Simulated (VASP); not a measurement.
AgCl, 2 atoms in the cell. The typed cell holds 2 atoms: a = 3.342 Å, b = 3.336 Å, c = 3.347 Å, α = 96.27°, β = 99.42°, γ = 89.74°.  This cell differs from its parent crystal: engineering shear strain xz -0.1650, engineering shear strain yz -0.1100.

| Item | Value |
| --- | --- |
| Program | VASP 6.6.1 |
| Task | single point |
| Functional | PBEsol |
| Potentials or basis | VASP PAW PBE potentials, release 64 (Ag, Cl) |
| Cutoff | 520 eV |
| k mesh | 10 × 10 × 10 |
| Occupations | gaussian, width 0.05 eV |
| Spin | no spin polarisation |
| Dipole correction | no |
| Further INCAR settings | ALGO = Normal; EDIFF = 1e-07; NBANDS = 16 |

Potentials or basis: VASP PAW PBE potentials, release 64 (Ag, Cl).

Launch:

```console
$ cat potpaw_PBE.64/Ag/POTCAR potpaw_PBE.64/Cl/POTCAR > POTCAR
$ mpirun -np 1 vasp_std > vasp.out
```

Hardware: 1 thread of Intel(R) Xeon(R) 6975P-C (Granite Rapids), on a shared host.

Problem. How long does it take, and how much memory?

Solution. Run time: 100 s on 1 thread of Intel(R) Xeon(R) 6975P-C (Granite Rapids), with other jobs on the host, peak memory 0.39 GiB. Counts: scf iterations 12, k points 504.
